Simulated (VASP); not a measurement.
A run of VASP 6.6.1 is set up as follows.

Contents of INCAR:

```
SYSTEM = Si3TeW
PREC = Accurate ; ENCUT = 520
EDIFF = 1E-7 ; ISMEAR = 0
SIGMA = 0.1 ; LREAL = .False.
LASPH = .True. ; NELM = 100
ALGO = Normal ; ISIF = 2
LWAVE = .False. ; LCHARG = .True.
GGA = PE ; LELF = .True.
LVHAR = .True. ; NBANDS = 24
```

The input KPOINTS:

```
Automatic mesh
0
Gamma
  4 4 4
  0 0 0
```

The input POSCAR:

```
Si3TeW
1.0
    4.6246206900      0.0000000000      0.0000000000
    0.0000000000      4.6246206900      0.0000000000
    0.0000000000      0.0000000000      4.6246206900
Si Te W
3 1 1
Direct
    0.0000000000      0.5000000000      0.5000000000
    0.5000000000      0.0000000000      0.5000000000
    0.5000000000      0.5000000000      0.0000000000
    0.5000000000      0.5000000000      0.5000000000
    0.0000000000      0.0000000000      0.0000000000
```

Potentials or basis: VASP PAW PBE potentials, release 64 (Si, Te, W_sv).

Command:

```bash
$ cat potpaw_PBE.64/Si/POTCAR potpaw_PBE.64/Te/POTCAR potpaw_PBE.64/W_sv/POTCAR > POTCAR
$ mpirun -np 1 vasp_std > vasp.out
```

Q: Predict the pressure.

A: 17.1 GPa.

Q: What does it give for the band gap on the k mesh?

A: Zero (band 16 reaches 8.57 eV, above the bottom of band 17 at 7.84 eV).

Caveat: spin-orbit coupling is left out, which moves the levels of the heavy elements.
